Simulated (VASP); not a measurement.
# WS2 (n.B) in VASP: notebook

WS2 (n.B) is run at these levels: PBEsol; tasks: single point.

Everything below comes from runs of VASP 6.6.1. Logs are shortened: lines on timing, memory, paths and dates and some standing lists are left out, and cuts for length are marked.

**1. The cell of the first run**

The cell holds a sheet with vacuum, 3 atoms: a = 3.170 Å, b = 3.170 Å, c = 17.140 Å, α = 90.00°, β = 90.00°, γ = 120.00°.

**2. Single point, PBEsol**

File INCAR:

```
  PREC = Accurate
  ENCUT = 400
  EDIFF = 1E-6
  ISMEAR = 0
  SIGMA = 0.03
  LREAL = False
  LASPH = True
  NELM = 120
  ALGO = Normal
  ISIF = 2
  LWAVE = False
  LCHARG = True
  LDIPOL = True
  IDIPOL = 3
  DIPOL = 0.5 0.5 0.500
  GGA = PS
  LELF = True
  LVHAR = True
  LVACPOTAV = True
  NBANDS = 20
  GGA_COMPAT = False
  NELMDL = -8
```

File KPOINTS:

```
regular mesh
0
Gamma
  12 12 1
```

File POSCAR:

```
WS2
1.0
    3.1700000000      0.0000000000      0.0000000000
   -1.5850000000      2.7453005300      0.0000000000
    0.0000000000      0.0000000000     17.1400000000
S W
2 1
Direct
    0.6666670000      0.3333330000      0.4084014002
    0.6666670000      0.3333330000      0.5915985998
    0.3333330000      0.6666670000      0.5000000000
```

Potentials or basis: VASP PAW PBE potentials, release 64 (S, W_sv).

Launch:

```console
cat potpaw_PBE.64/S/POTCAR potpaw_PBE.64/W_sv/POTCAR > POTCAR
mpirun -np 1 vasp_std > vasp.out
```

OUTCAR:

```text
PREC = Accurate
   ENCUT = 400
   EDIFF = 1E-6
   ISMEAR = 0
   LREAL = False
   LASPH = True
   NELM = 120
   ISIF = 2
   GGA = PS
   NELMDL = -8

 ion  position               nearest neighbor table
   1  0.667  0.333  0.408-   3 2.41   3 2.41   3 2.41
   2  0.667  0.333  0.592-   3 2.41   3 2.41   3 2.41
   3  0.333  0.667  0.500-   1 2.41   2 2.41   1 2.41   2 2.41   1 2.41   2 2.41

  LATTYP: Found a hexagonal cell.
 ALAT       =     3.1700000000
 C/A-ratio  =     5.4069400631

  Lattice vectors:

 A1 = (   3.1700000000,   0.0000000000,   0.0000000000)
 A2 = (  -1.5850000000,   2.7453005300,   0.0000000000)
 A3 = (   0.0000000000,   0.0000000000,  17.1400000000)

Analysis of symmetry for initial positions (statically):
=====================================================================
 Subroutine PRICEL returns:
 Original cell was already a primitive cell.

 Routine SETGRP: Setting up the symmetry group for a
 hexagonal supercell.

 Subroutine GETGRP returns: Found 12 space group operations
 (whereof 12 operations were pure point group operations)
 out of a pool of 24 trial point group operations.

The static configuration has the point symmetry D_3h.

Analysis of symmetry for dynamics (positions and initial velocities):
=====================================================================
 Subroutine PRICEL returns:
 Original cell was already a primitive cell.

 Routine SETGRP: Setting up the symmetry group for a
 hexagonal supercell.

 Subroutine GETGRP returns: Found 12 space group operations
 (whereof 12 operations were pure point group operations)
 out of a pool of 24 trial point group operations.

The dynamic configuration has the point symmetry D_3h.

 Subroutine INISYM returns: Found 12 space group operations
 (whereof 12 operations are pure point group operations),
 and found     1 'primitive' translations

----------------------------------------------------------------------------------------

                                     Primitive cell

  volume of cell :     149.1626

  direct lattice vectors                    reciprocal lattice vectors
     3.170000000  0.000000000  0.000000000     0.315457413  0.182129422  0.000000000
    -1.585000000  2.745300530  0.000000000     0.000000000  0.364258845  0.000000000
     0.000000000  0.000000000 17.140000000     0.000000000  0.000000000  0.058343057

  length of vectors
     3.170000000  3.170000000 17.140000000     0.364258845  0.364258845  0.058343057

  position of ions in fractional coordinates (direct lattice)
     0.666667000  0.333333000  0.408401400
     0.666667000  0.333333000  0.591598600
     0.333333000  0.666667000  0.500000000

  ion indices of the primitive-cell ions
   primitive index   ion index
                 1           1
                 2           2
                 3           3

----------------------------------------------------------------------------------------

 KPOINTS: regular mesh

Automatic generation of k-mesh.
 Grid dimensions read from file:
 generate k-points for:   12   12    1

 Generating k-lattice:

  Cartesian coordinates                     Fractional coordinates (reciprocal lattice)
     0.026288118  0.015177452  0.000000000     0.083333333  0.000000000  0.000000000
     0.000000000  0.030354904  0.000000000     0.000000000  0.083333333  0.000000000
     0.000000000  0.000000000  0.058343057     0.000000000  0.000000000  1.000000000

  Length of vectors
     0.030354904  0.030354904  0.058343057

  Shift w.r.t. Gamma in fractional coordinates (k-lattice)
     0.000000000  0.000000000  0.000000000

 Subroutine IBZKPT returns following result:
 ===========================================

 Found     19 irreducible k-points:

 Following reciprocal coordinates:
            Coordinates               Weight
  0.000000  0.000000  0.000000      1.000000
  0.083333  0.000000  0.000000      6.000000
  0.166667  0.000000  0.000000      6.000000
  0.250000  0.000000  0.000000      6.000000
  0.333333 -0.000000  0.000000      6.000000
  0.416667  0.000000  0.000000      6.000000
[... 11 lines left out ...]
  0.333333  0.250000  0.000000     12.000000
  0.333333  0.333333  0.000000      2.000000
   k-points           NKPTS =     19   k-points in BZ     NKDIM =     19   number of bands    NBANDS=     20
   number of dos      NEDOS =    301   number of ions     NIONS =      3
   total plane-waves  NPLWV =  64512
   dimension x,y,z NGX =    24 NGY =   24 NGZ =  112
   dimension x,y,z NGXF=    48 NGYF=   48 NGZF=  224
   ions per type =               2   1
   NGX,Y,Z   is equivalent  to a cutoff of  12.59, 12.59, 10.86 a.u.
   NGXF,Y,Z  is equivalent  to a cutoff of  25.17, 25.17, 21.73 a.u.
 SYSTEM =  unknown system
   PREC   = accura    normal or accurate (medium, high low for compatibility)
   ISTART =      0    job   : 0-new  1-cont  2-samecut
   ICHARG =      2    charge: 1-file 2-atom 10-const
   ISPIN  =      1    spin polarized calculation?
   LNONCOLLINEAR =      F non collinear calculations
   LSORBIT =      F    spin-orbit coupling
   LASPH  =      T    aspherical Exc in radial PAW
   ENCUT  =  400.0 eV  29.40 Ry    5.42 a.u.   5.17  5.17 27.95*2*pi/ulx,y,z
   NELM   =    120;   NELMIN=  2; NELMDL= -8     # of ELM steps
   EDIFF  = 0.1E-05   stopping-criterion for ELM
   LREAL  =      F    real-space projection
   EDIFFG = 0.1E-04   stopping-criterion for IOM
   NSW    =      0    number of steps for IOM
   IBRION =     -1    ionic relax: 0-MD 1-quasi-New 2-CG
   NFREE  =      0    steps in history (QN), initial steepest desc. (CG)
   ISIF   =      2    stress and relaxation
   ISYM   =      2    0-nonsym 1-usesym 2-fastsym
   POTIM  = 0.5000    time-step for ionic-motion
   TEBEG  =    0.0;   TEEND  =   0.0 temperature during run
   PSTRESS=    0.0 pullay stress
   NELECT =      26.0000    total number of electrons
   NUPDOWN=      -1.0000    fix difference up-down
   EMIN   =  10.00;   EMAX   =-10.00  energy-range for DOS
   EFERMI =   0.00;   METHOD = LEGACY
   ISMEAR =     0;   SIGMA  =   0.03  broadening in eV -4-tet -1-fermi 0-gaus
   EFERMI_NEDOS =   21; number of points for ismear=-14 and -15
   IALGO  =     38    algorithm
   IMIX   =      4    mixing-type and parameters
     AMIX     =   0.40;   BMIX     =  1.00
     AMIX_MAG =   1.60;   BMIX_MAG =  1.00
  volume/ion in A,a.u.               =      49.72       335.53
  Fermi-wavevector in a.u.,A,eV,Ry     =   0.914491  1.728137 11.378460  0.836293
  Thomas-Fermi vector in A             =   2.039124
   LORBIT       =      0    0 simple, 1 ext, 2 COOP (PROOUT), +10 PAW based schemes
   GGA     = PS    functional components
   LHFCALC =     F    Hartree Fock is set to
   AEXX    =    0.0000 exact exchange contribution
   IVDW    =     0    specifies the selected vdW correction
   LEPSILON=     F    determine dielectric tensor
   LRPA    =     F    only Hartree local field effects (RPA)
 non-spin polarized calculation
 Gauss-broadening in eV      SIGMA  =   0.03
  energy-cutoff  :      400.00
  volume of cell :      149.16
 maximum number of plane-waves:      2734
 NGX is ok and might be reduce to    24
   NGX = 11   NGY = 11   NGZ = 55

 number of electron      25.9999996 magnetization

 dipolmoment           0.000000      0.000000     -0.000000 electrons x Angstroem

 Free energy of the ion-electron system (eV)
  ---------------------------------------------------
  ext. energy  EPLUGINS =         0.00000000
  ---------------------------------------------------
  free energy    TOTEN  =       -25.24069129 eV

  energy without entropy =      -25.24069129  energy(sigma->0) =      -25.24069129

 E-fermi :  -1.1184     XC(G=0):  -4.5270

 val. band max:       -1.2695722316   @ k =   0.3333   0.3333   0.0000
 cond. band min:       0.5910915156   @ k =   0.3333   0.3333   0.0000
 fundamental gap:      1.8606637472
 Fermi energy:        -1.1184000904

 k-point     1 :       0.0000    0.0000    0.0000
  band No.  band energies     occupation
      1     -75.2219      2.00000
      2     -39.4745      2.00000
      3     -39.3052      2.00000
      4     -39.3052      2.00000
      5     -16.0467      2.00000
      6     -14.3917      2.00000
[... 12 lines left out ...]
     19       4.2975      0.00000
     20       4.3326      0.00000

 k-point     2 :       0.0833    0.0000    0.0000
  band No.  band energies     occupation
      1     -75.2207      2.00000
      2     -39.4702      2.00000
      3     -39.3292      2.00000
      4     -39.3108      2.00000
      5     -15.9295      2.00000
      6     -14.3483      2.00000
[... 12 lines left out ...]
     19       4.4358      0.00000
     20       4.7041      0.00000

 k-point     3 :       0.1667    0.0000    0.0000
  band No.  band energies     occupation
      1     -75.2175      2.00000
      2     -39.4584      2.00000
      3     -39.3941      2.00000
      4     -39.3259      2.00000
      5     -15.5957      2.00000
      6     -14.2248      2.00000
[... 12 lines left out ...]
     19       4.8332      0.00000
     20       5.5612      0.00000

 k-point     4 :       0.2500    0.0000    0.0000
  band No.  band energies     occupation
      1     -75.2130      2.00000
      2     -39.4817      2.00000
      3     -39.4423      2.00000
      4     -39.3466      2.00000
      5     -15.0988      2.00000
      6     -14.0431      2.00000
[... 314 lines left out ...]
 k-point    18 :       0.3333    0.2500    0.0000
  band No.  band energies     occupation
      1     -75.2025      2.00000
      2     -39.5932      2.00000
      3     -39.4888      2.00000
      4     -39.4040      2.00000
      5     -13.6291      2.00000
      6     -13.4883      2.00000
[... 12 lines left out ...]
     19       6.4903      0.00000
     20       7.8855      0.00000

 k-point    19 :       0.3333    0.3333    0.0000
  band No.  band energies     occupation
      1     -75.2018      2.00000
      2     -39.5655      2.00000
      3     -39.5311      2.00000
      4     -39.4019      2.00000
      5     -13.5328      2.00000
      6     -13.4444      2.00000
[... 12 lines left out ...]
     19       5.8467      0.00000
     20       8.0795      0.00000

------------------------ aborting loop because EDIFF is reached ----------------------------------------

  FORCE on cell =-STRESS in cart. coord.  units (eV):
  Direction    XX          YY          ZZ          XY          YZ          ZX
  --------------------------------------------------------------------------------------
  -------------------------------------------------------------------------------------
  Total       -0.9899813     -0.9899813     -0.7077770      0.0000000      0.0000000      0.0000000
  in kB      -10.6335330    -10.6335330     -7.6023358      0.0000000      0.0000000      0.0000000
  external PRESSURE =      -9.6231339 kB  Pullay stress =       0.0000000 kB

 VOLUME and BASIS-vectors are now :
 -----------------------------------------------------------------------------
  energy-cutoff  :      400.00
  volume of cell :      149.16
      direct lattice vectors                 reciprocal lattice vectors
     3.170000000  0.000000000  0.000000000     0.315457413  0.182129422  0.000000000
    -1.585000000  2.745300530  0.000000000     0.000000000  0.364258845  0.000000000
     0.000000000  0.000000000 17.140000000     0.000000000  0.000000000  0.058343057

 POSITION                                       TOTAL-FORCE (eV/Angst)
 -----------------------------------------------------------------------------------
      1.58500      0.91510      7.00000        -0.000000      0.000000      0.217336
      1.58500      0.91510     10.14000        -0.000000     -0.000000     -0.217336
     -0.00000      1.83020      8.57000         0.000000     -0.000000      0.000000
 -----------------------------------------------------------------------------------
    total drift:                                0.000150     -0.000086      0.000000

  FREE ENERGIE OF THE ION-ELECTRON SYSTEM (eV)
  ---------------------------------------------------
  free  energy   TOTEN  =       -25.2406912907 eV

  energy  without entropy=      -25.2406912907  energy(sigma->0) =      -25.24069129

 vacuum level on the upper side and lower side of the slab         4.451         4.451
```

It used 110 s of CPU time on 1 thread of AMD EPYC 7R13 Processor (Zen 3) (shared host).

Results:

| Item | Value |
| --- | --- |
| Free energy | -25.2407 eV |
| Largest force | 0.217 eV/Å |
| Band gap on the k mesh | 1.86 eV, direct |

Forces on the atoms (eV/Å):
```
S    0.000  0.000  0.217
S    0.000  0.000 -0.217
W    0.000  0.000  0.000
```

Levels at points of the mesh, in eV from the valence-band top:
```csv
k point,band 10,band 11,band 12,band 13,band 14,band 15,band 16,band 17
"(0.00, 0.00, 0.00)",-2.14,-1.58,-1.58,-0.08,2.92,2.92,3.09,3.09
"(0.50, 0.00, 0.00)",-3.40,-2.15,-1.22,-0.95,2.90,3.34,4.05,4.77
```

Caveat: the PAW data sets were made with another functional, which shifts forces and pressure a little; spin-orbit coupling is left out, which moves the levels of the heavy elements.

**3. Single point, PBEsol**

This run uses another cell than the first one, of 85.92 Å³/atom, 1.728 times its volume.

File INCAR:

```
PREC = Accurate
ENCUT = 400
EDIFF = 1E-6
ISMEAR = 0
SIGMA = 0.03
LREAL = F
LASPH = T
NELM = 120
ALGO = Normal
ISIF = 2
LWAVE = F
LCHARG = T
LDIPOL = T
IDIPOL = 3
DIPOL = 0.5 0.5 0.285
GGA = PS
LELF = T
LVHAR = T
LVACPOTAV = T
NBANDS = 20
GGA_COMPAT = F
NELMDL = -8
```

KPOINTS is that of step 2.

File POSCAR:

```
WS2
1.0
    3.1456669309      0.0000000000      0.0000000000
   -1.5728334655      2.7242274740      0.0000000000
    0.0000000000      0.0000000000     30.0800000023
S W
2 1
Direct
    0.6666666667      0.3333333333      0.2328149232
    0.6666666667      0.3333333333      0.3369989065
    0.3333333333      0.6666666667      0.2849069149
```

Potentials or basis: VASP PAW PBE potentials, release 64 (S, W_sv).

Launch:

```console
cat potpaw_PBE.64/S/POTCAR potpaw_PBE.64/W_sv/POTCAR > POTCAR
mpirun -np 1 vasp_std > vasp.out
```

It used 370 s of CPU time on 1 thread of AMD EPYC 7R13 Processor (Zen 3), with other jobs on the host.

It converged, with:

```
Free energy            : -25.2474 eV
Largest force          : 0.021 eV/Å
Band gap on the k mesh : 1.94 eV, direct
```

Forces on the atoms (eV/Å):
```
S    0.000  0.000 -0.021
S    0.000  0.000  0.021
W    0.000  0.000  0.000
```

Levels at points of the mesh, in eV from the valence-band top:
```tsv
k point	band 11	band 12	band 13	band 14	band 15	band 16
(0.00, 0.00, 0.00)	-1.57	-1.57	-0.13	2.99	2.99	3.17
(0.50, 0.00, 0.00)	-2.19	-1.19	-0.97	3.01	3.43	4.09
```

Caveat: the PAW data sets were made with another functional, which shifts forces and pressure a little; spin-orbit coupling is left out, which moves the levels of the heavy elements.
